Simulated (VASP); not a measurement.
Crystal: Re.

```
Re
1.0
     0.00000    2.67500    2.67500
     2.67500    0.00000    2.67500
     2.67500    2.67500    0.00000
Re
2
Direct
  0.00000 0.00000 0.00000
  0.25000 0.25000 0.25000
```

```yaml
Program: VASP 6.6.1
Task: relaxation of cell and atoms
Functional: PBE
Potentials_or_basis: VASP PAW PBE potentials, release 64 (Re_sv_GW)
Cutoff: 500 eV
k_mesh: 7 × 7 × 7
Occupations: gaussian, width 0.05 eV
Spin: no spin polarisation
```

At the start: pressure 39.8 GPa; volume 19.14 Å³/atom.

How do energy, volume and symmetry change on relaxing?

Over 5 steps the energy falls by 355.0 meV/atom and the volume is 22.41 Å³/atom (+17.1 %); space group Fd-3m (No. 227, to 0.05 Å).

The path:
```
step  energy change (eV)  largest force (eV/Å)  pressure (GPa)  volume (Å³)
   1              0.0000                0.0000           39.76        38.28
   2              3.1601                0.0000          -34.39        71.09
   3             -0.6713                0.0000           -6.57        46.64
   4             -0.7085                0.0000           -1.35        45.16
   5             -0.7100                0.0000            0.03        44.81
```

Final structure:
```yaml
crystal:
  lattice:
    - [0.00000, 2.81923, 2.81923]
    - [2.81923, 0.00000, 2.81923]
    - [2.81923, 2.81923, 0.00000]
  atoms:
    - { symbol: Re, position: [0.00000, 0.00000, 0.00000] }
    - { symbol: Re, position: [0.25000, 0.25000, 0.25000] }
```

Caveat: the volume moved by over 15 % at a fixed basis, so the end points are rough.
